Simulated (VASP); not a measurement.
# BaTe (F-43m) in VASP: a series of runs

Runs on BaTe. Level: PBE. Tasks: single point.

Everything below comes from runs of VASP 6.6.1. Logs are shortened: lines on timing, memory, paths and dates and some standing lists are left out, and cuts for length are marked.

## Step 1: The cell of the first run

The structure is cubic, space group F-43m (No. 216). Conventional cell: a = 7.183 Å, b = 7.183 Å, c = 7.183 Å, α = 90.00°, β = 90.00°, γ = 90.00°. Ba (site symmetry -43m) has 4 Te at 3.11 Å within 4.1 Å. Within 4.1 Å of Te (site symmetry -43m) lie 4 Ba at 3.11 Å.

## Step 2: Single point, PBE (Be replaced by Ba, lengths x 1.305, strained)

Contents of INCAR:

```
SYSTEM = BaTe
ALGO     = Normal         ! electronic algorithm
EDIFF    = 1E-6           ! SCF threshold, eV
ENCUT    = 500            ! plane-wave cutoff, eV
GGA      = PE             ! functional
GGA_COMPAT= .False.      
ISIF     = 2              ! what is computed and relaxed
ISMEAR   = 0              ! smearing method
LASPH    = .True.         ! aspherical terms in the spheres
LCHARG   = .False.        ! write CHGCAR
LREAL    = .False.        ! projectors in reciprocal space
LWAVE    = .False.        ! write WAVECAR
NBANDS   = 15             ! bands
NELM     = 120            ! most SCF steps
PREC     = Accurate       ! precision mode
SIGMA    = 0.1            ! smearing width, eV
```

Contents of KPOINTS:

```
k-points
0
Gamma
  4 4 4
  0 0 0
```

Contents of POSCAR:

```
BaTe
1.0
    0.0000000000      3.5913809264      3.5913809264
    3.5913809264      0.0000000000      3.5913809264
    3.5913809264      3.5913809264      0.0000000000
Ba Te
1 1
Direct
    0.0000000000      0.0000000000      0.0000000000
    0.7500000000      0.7500000000      0.7500000000
```

Potentials or basis: VASP PAW PBE potentials, release 64 (Ba_sv, Te).

On the command line:

```console
$ cat potpaw_PBE.64/Ba_sv/POTCAR potpaw_PBE.64/Te/POTCAR > POTCAR
$ mpirun -np 1 vasp_std > vasp.out
```

OUTCAR:

```text
SYSTEM = BaTe
   EDIFF = 1E-6
   ENCUT = 500
   GGA = PE
   ISIF = 2
   ISMEAR = 0
   LASPH = .True.
   LREAL = .False.
   NELM = 120
   PREC = Accurate

 ion  position               nearest neighbor table
   1  0.000  0.000  0.000-   2 3.11   2 3.11   2 3.11   2 3.11
   2  0.750  0.750  0.750-   1 3.11   1 3.11   1 3.11   1 3.11

  LATTYP: Found a face centered cubic cell.
 ALAT       =     7.1827618528

  Lattice vectors:

 A1 = (   0.0000000000,   3.5913809264,   3.5913809264)
 A2 = (   3.5913809264,   0.0000000000,   3.5913809264)
 A3 = (   3.5913809264,   3.5913809264,   0.0000000000)

Analysis of symmetry for initial positions (statically):
=====================================================================
 Subroutine PRICEL returns:
 Original cell was already a primitive cell.

 Routine SETGRP: Setting up the symmetry group for a
 face centered cubic supercell.

 Subroutine GETGRP returns: Found 24 space group operations
 (whereof 24 operations were pure point group operations)
 out of a pool of 48 trial point group operations.

The static configuration has the point symmetry T_d .

Analysis of symmetry for dynamics (positions and initial velocities):
=====================================================================
 Subroutine PRICEL returns:
 Original cell was already a primitive cell.

 Routine SETGRP: Setting up the symmetry group for a
 face centered cubic supercell.

 Subroutine GETGRP returns: Found 24 space group operations
 (whereof 24 operations were pure point group operations)
 out of a pool of 48 trial point group operations.

The dynamic configuration has the point symmetry T_d .

 Subroutine INISYM returns: Found 24 space group operations
 (whereof 24 operations are pure point group operations),
 and found     1 'primitive' translations

----------------------------------------------------------------------------------------

                                     Primitive cell

  volume of cell :      92.6434

  direct lattice vectors                    reciprocal lattice vectors
     0.000000000  3.591380926  3.591380926    -0.139222213  0.139222213  0.139222213
     3.591380926  0.000000000  3.591380926     0.139222213 -0.139222213  0.139222213
     3.591380926  3.591380926  0.000000000     0.139222213  0.139222213 -0.139222213

  length of vectors
     5.078979614  5.078979614  5.078979614     0.241139946  0.241139946  0.241139946

  position of ions in fractional coordinates (direct lattice)
     0.000000000  0.000000000  0.000000000
     0.750000000  0.750000000  0.750000000

  ion indices of the primitive-cell ions
   primitive index   ion index
                 1           1
                 2           2

----------------------------------------------------------------------------------------

 KPOINTS: k-points

Automatic generation of k-mesh.
 Grid dimensions read from file:
 generate k-points for:    4    4    4

 Generating k-lattice:

  Cartesian coordinates                     Fractional coordinates (reciprocal lattice)
    -0.034805553  0.034805553  0.034805553     0.250000000  0.000000000  0.000000000
     0.034805553 -0.034805553  0.034805553     0.000000000  0.250000000  0.000000000
     0.034805553  0.034805553 -0.034805553     0.000000000  0.000000000  0.250000000

  Length of vectors
     0.060284987  0.060284987  0.060284987

  Shift w.r.t. Gamma in fractional coordinates (k-lattice)
     0.000000000  0.000000000  0.000000000

 Subroutine IBZKPT returns following result:
 ===========================================

 Found      8 irreducible k-points:

 Following reciprocal coordinates:
            Coordinates               Weight
  0.000000  0.000000  0.000000      1.000000
  0.250000  0.000000  0.000000      8.000000
  0.500000  0.000000  0.000000      4.000000
  0.250000  0.250000  0.000000      6.000000
  0.500000  0.250000  0.000000     24.000000
 -0.250000  0.250000  0.000000     12.000000
  0.500000  0.500000  0.000000      3.000000
 -0.250000  0.500000  0.250000      6.000000
   k-points           NKPTS =      8   k-points in BZ     NKDIM =      8   number of bands    NBANDS=     15
   number of dos      NEDOS =    301   number of ions     NIONS =      2
   total plane-waves  NPLWV =  64000
   dimension x,y,z NGX =    40 NGY =   40 NGZ =   40
   dimension x,y,z NGXF=    80 NGYF=   80 NGZF=   80
   ions per type =               1   1
   NGX,Y,Z   is equivalent  to a cutoff of  13.09, 13.09, 13.09 a.u.
   NGXF,Y,Z  is equivalent  to a cutoff of  26.19, 26.19, 26.19 a.u.
 SYSTEM =  BaTe
   PREC   = accura    normal or accurate (medium, high low for compatibility)
   ISTART =      0    job   : 0-new  1-cont  2-samecut
   ICHARG =      2    charge: 1-file 2-atom 10-const
   ISPIN  =      1    spin polarized calculation?
   LNONCOLLINEAR =      F non collinear calculations
   LSORBIT =      F    spin-orbit coupling
   LASPH  =      T    aspherical Exc in radial PAW
   ENCUT  =  500.0 eV  36.75 Ry    6.06 a.u.   9.26  9.26  9.26*2*pi/ulx,y,z
   NELM   =    120;   NELMIN=  2; NELMDL= -5     # of ELM steps
   EDIFF  = 0.1E-05   stopping-criterion for ELM
   LREAL  =      F    real-space projection
   EDIFFG = 0.1E-04   stopping-criterion for IOM
   NSW    =      0    number of steps for IOM
   IBRION =     -1    ionic relax: 0-MD 1-quasi-New 2-CG
   NFREE  =      0    steps in history (QN), initial steepest desc. (CG)
   ISIF   =      2    stress and relaxation
   ISYM   =      2    0-nonsym 1-usesym 2-fastsym
   POTIM  = 0.5000    time-step for ionic-motion
   TEBEG  =    0.0;   TEEND  =   0.0 temperature during run
   PSTRESS=    0.0 pullay stress
   NELECT =      16.0000    total number of electrons
   NUPDOWN=      -1.0000    fix difference up-down
   EMIN   =  10.00;   EMAX   =-10.00  energy-range for DOS
   EFERMI =   0.00;   METHOD = LEGACY
   ISMEAR =     0;   SIGMA  =   0.10  broadening in eV -4-tet -1-fermi 0-gaus
   EFERMI_NEDOS =   21; number of points for ismear=-14 and -15
   IALGO  =     38    algorithm
   IMIX   =      4    mixing-type and parameters
     AMIX     =   0.40;   BMIX     =  1.00
     AMIX_MAG =   1.60;   BMIX_MAG =  1.00
  volume/ion in A,a.u.               =      46.32       312.59
  Fermi-wavevector in a.u.,A,eV,Ry     =   0.911682  1.722829 11.308672  0.831164
  Thomas-Fermi vector in A             =   2.035990
   LORBIT       =      0    0 simple, 1 ext, 2 COOP (PROOUT), +10 PAW based schemes
   GGA     = PE    functional components
   LHFCALC =     F    Hartree Fock is set to
   AEXX    =    0.0000 exact exchange contribution
   IVDW    =     0    specifies the selected vdW correction
   LEPSILON=     F    determine dielectric tensor
   LRPA    =     F    only Hartree local field effects (RPA)
 non-spin polarized calculation
 Gauss-broadening in eV      SIGMA  =   0.10
  energy-cutoff  :      500.00
  volume of cell :       92.64
 maximum number of plane-waves:      2397
 NGX is ok and might be reduce to    40
   NGX = 19   NGY = 19   NGZ = 19

 number of electron      16.0000000 magnetization

 Free energy of the ion-electron system (eV)
  ---------------------------------------------------
  ext. energy  EPLUGINS =         0.00000000
  ---------------------------------------------------
  free energy    TOTEN  =        -7.48156307 eV

  energy without entropy =       -7.48156307  energy(sigma->0) =       -7.48156307

 E-fermi :   1.8982     XC(G=0):  -7.6441

 val. band max:        1.3923266582   @ k =  -0.2500   0.5000   0.2500
 cond. band min:       4.0497292952   @ k =  -0.2500   0.5000   0.2500
 fundamental gap:      2.6574026370
 Fermi energy:         1.8982440232

 k-point     1 :       0.0000    0.0000    0.0000
  band No.  band energies     occupation
      1     -24.9765      2.00000
      2     -10.2730      2.00000
      3     -10.2730      2.00000
      4     -10.2730      2.00000
      5      -7.8224      2.00000
      6       0.4815      2.00000
      7       0.4815      2.00000
      8       0.4815      2.00000
      9       4.2252      0.00000
     10       5.6093      0.00000
     11       5.6093      0.00000
     12       8.0694      0.00000
     13       8.0694      0.00000
     14       8.0694      0.00000
     15      10.8774      0.00000

 k-point     2 :       0.2500    0.0000    0.0000
  band No.  band energies     occupation
      1     -24.9685      2.00000
      2     -10.5905      2.00000
      3     -10.2954      2.00000
      4     -10.2954      2.00000
      5      -7.4288      2.00000
      6       0.3125      2.00000
      7       0.6558      2.00000
      8       0.6558      2.00000
      9       5.3873      0.00000
     10       5.3971      0.00000
     11       5.3971      0.00000
     12       7.7014      0.00000
     13       8.1389      0.00000
     14       8.6259      0.00000
     15       8.6259      0.00000

 k-point     3 :       0.5000    0.0000    0.0000
  band No.  band energies     occupation
      1     -24.9605      2.00000
      2     -10.8414      2.00000
      3     -10.3174      2.00000
      4     -10.3174      2.00000
      5      -7.1173      2.00000
      6       0.4361      2.00000
      7       0.8075      2.00000
      8       0.8075      2.00000
      9       5.5894      0.00000
     10       5.9524      0.00000
     11       5.9524      0.00000
     12       6.2978      0.00000
     13       7.0877      0.00000
     14       7.0877      0.00000
     15      10.0750      0.00000

 k-point     4 :       0.2500    0.2500    0.0000
  band No.  band energies     occupation
      1     -24.9659      2.00000
      2     -10.6383      2.00000
      3     -10.3276      2.00000
      4     -10.3276      2.00000
      5      -7.3015      2.00000
      6       0.0267      2.00000
      7       0.8738      2.00000
      8       0.8738      2.00000
      9       4.4248      0.00000
     10       6.0161      0.00000
     11       6.0905      0.00000
     12       8.0022      0.00000
     13       8.0022      0.00000
     14       8.1088      0.00000
     15       9.4009      0.00000

 k-point     5 :       0.5000    0.2500    0.0000
  band No.  band energies     occupation
      1     -24.9578      2.00000
      2     -10.8461      2.00000
      3     -10.3921      2.00000
      4     -10.3495      2.00000
      5      -6.9832      2.00000
      6       0.1955      2.00000
      7       0.9564      2.00000
      8       1.0802      2.00000
      9       4.4137      0.00000
     10       5.6084      0.00000
     11       6.1296      0.00000
     12       7.2773      0.00000
     13       7.9329      0.00000
     14       8.1468      0.00000
     15       9.9813      0.00000

 k-point     6 :      -0.2500    0.2500    0.0000
  band No.  band energies     occupation
      1     -24.9605      2.00000
      2     -10.7830      2.00000
      3     -10.3929      2.00000
      4     -10.3177      2.00000
      5      -7.0871      2.00000
      6       0.4374      2.00000
      7       0.6992      2.00000
      8       0.8650      2.00000
      9       5.1111      0.00000
     10       5.1426      0.00000
     11       5.9160      0.00000
     12       7.5983      0.00000
     13       7.8918      0.00000
     14       8.6698      0.00000
     15       8.8047      0.00000

 k-point     7 :       0.5000    0.5000    0.0000
  band No.  band energies     occupation
      1     -24.9552      2.00000
      2     -10.9121      2.00000
      3     -10.3812      2.00000
      4     -10.3812      2.00000
      5      -6.8856      2.00000
      6      -0.1697      2.00000
      7       1.3776      2.00000
      8       1.3776      2.00000
      9       4.1066      0.00000
     10       5.5489      0.00000
     11       6.7759      0.00000
     12       6.7759      0.00000
     13       6.8151      0.00000
     14      10.1482      0.00000
     15      10.5242      0.00000

 k-point     8 :      -0.2500    0.5000    0.2500
  band No.  band energies     occupation
      1     -24.9552      2.00000
      2     -10.8823      2.00000
      3     -10.4206      2.00000
      4     -10.3836      2.00000
      5      -6.8716      2.00000
      6       0.5015      2.00000
      7       0.5504      2.00000
      8       1.3923      2.00000
      9       4.0497      0.00000
     10       5.2514      0.00000
     11       6.5085      0.00000
     12       6.9651      0.00000
     13       8.2650      0.00000
     14       9.8277      0.00000
     15      10.1010      0.00000

------------------------ aborting loop because EDIFF is reached ----------------------------------------

  FORCE on cell =-STRESS in cart. coord.  units (eV):
  Direction    XX          YY          ZZ          XY          YZ          ZX
  --------------------------------------------------------------------------------------
  -------------------------------------------------------------------------------------
  Total        4.9436417      4.9436417      4.9436417     -0.0000000     -0.0000000     -0.0000000
  in kB       85.4954811     85.4954811     85.4954811     -0.0000000     -0.0000000     -0.0000000
  external PRESSURE =      85.4954811 kB  Pullay stress =       0.0000000 kB

 VOLUME and BASIS-vectors are now :
 -----------------------------------------------------------------------------
  energy-cutoff  :      500.00
  volume of cell :       92.64
      direct lattice vectors                 reciprocal lattice vectors
     0.000000000  3.591380926  3.591380926    -0.139222213  0.139222213  0.139222213
     3.591380926  0.000000000  3.591380926     0.139222213 -0.139222213  0.139222213
     3.591380926  3.591380926  0.000000000     0.139222213  0.139222213 -0.139222213

 POSITION                                       TOTAL-FORCE (eV/Angst)
 -----------------------------------------------------------------------------------
      0.00000      0.00000      0.00000         0.000000     -0.000000     -0.000000
      5.38707      5.38707      5.38707        -0.000000      0.000000      0.000000
 -----------------------------------------------------------------------------------
    total drift:                               -0.000000     -0.000000     -0.000000

  FREE ENERGIE OF THE ION-ELECTRON SYSTEM (eV)
  ---------------------------------------------------
  free  energy   TOTEN  =        -7.4815630695 eV

  energy  without entropy=       -7.4815630695  energy(sigma->0) =       -7.48156307
```

Wall time 33 s (1 thread of Intel Xeon 8259CL, shared host); peak memory 0.23 GiB.

What came out:

- Free energy: -7.4816 eV
- Pressure: 8.5 GPa
- Band gap on the k mesh: 2.66 eV, direct

Levels at points of the mesh, in eV from the valence-band top:
| k point | band 4 | band 5 | band 6 | band 7 | band 8 | band 9 | band 10 | band 11 | band 12 | band 13 |
| --- | --- | --- | --- | --- | --- | --- | --- | --- | --- | --- |
| (0.00, 0.00, 0.00) | -11.67 | -9.21 | -0.91 | -0.91 | -0.91 | 2.83 | 4.22 | 4.22 | 6.68 | 6.68 |
| (0.50, 0.00, 0.00) | -11.71 | -8.51 | -0.96 | -0.58 | -0.58 | 4.20 | 4.56 | 4.56 | 4.91 | 5.70 |
| (0.50, 0.50, 0.00) | -11.77 | -8.28 | -1.56 | -0.01 | -0.01 | 2.71 | 4.16 | 5.38 | 5.38 | 5.42 |

Caveat: the cell differs from its parent crystal (Be replaced by Ba, lengths x 1.305, strained); spin-orbit coupling is left out, which moves the levels of the heavy elements.

[end of part 1 of 2]
